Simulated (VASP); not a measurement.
Wanted: the native input for a VASP 6.6.1 run.

```
Task                   : single point
Functional             : PBE
Potentials or basis    : VASP PAW PBE potentials, release 64 (Mn_pv, O)
Cutoff                 : 520 eV
k mesh                 : 13 × 13 × 13
Occupations            : fermi-dirac, width 0.1 eV
Spin                   : no spin polarisation
Dipole correction      : no
Further INCAR settings : ALGO = Normal; EDIFF = 1e-06; NBANDS = 16
```

The structure of MnO lies in POSCAR:

```
MnO
1.0
    0.0000000000      2.2061650000      2.2061650000
    2.2061650000      0.0000000000      2.2061650000
    2.2061650000      2.2061650000      0.0000000000
Mn O
1 1
Direct
    0.0000000000      0.0000000000      0.0000000000
    0.5000000000      0.5000000000      0.5000000000
```

The input as run:

INCAR

```
ALGO = Normal
EDIFF = 1E-6
ENCUT = 520
GGA = PE
ISIF = 2
ISMEAR = -1
LASPH = True
LCHARG = False
LREAL = False
LWAVE = False
NBANDS = 16
NELM = 100
PREC = Accurate
SIGMA = 0.1
```

KPOINTS

```
k-points
0
Gamma
  13 13 13
```

Potentials or basis: VASP PAW PBE potentials, release 64 (Mn_pv, O).

Command:

```sh
$ cat potpaw_PBE.64/Mn_pv/POTCAR potpaw_PBE.64/O/POTCAR > POTCAR
$ mpirun -np 1 vasp_std > vasp.out
```

It gave:

The pressure is -30.9 GPa.

Caveat: an odd number of electrons without spin polarisation forces a metal; a magnetic or distorted state may lie lower; the run has no spin polarisation, though such a crystal can be magnetic.

Wall time 28 s on 1 thread of AMD EPYC 7R43 64-Core Processor (Zen 3), with other jobs on the host, peak memory 0.12 GiB.
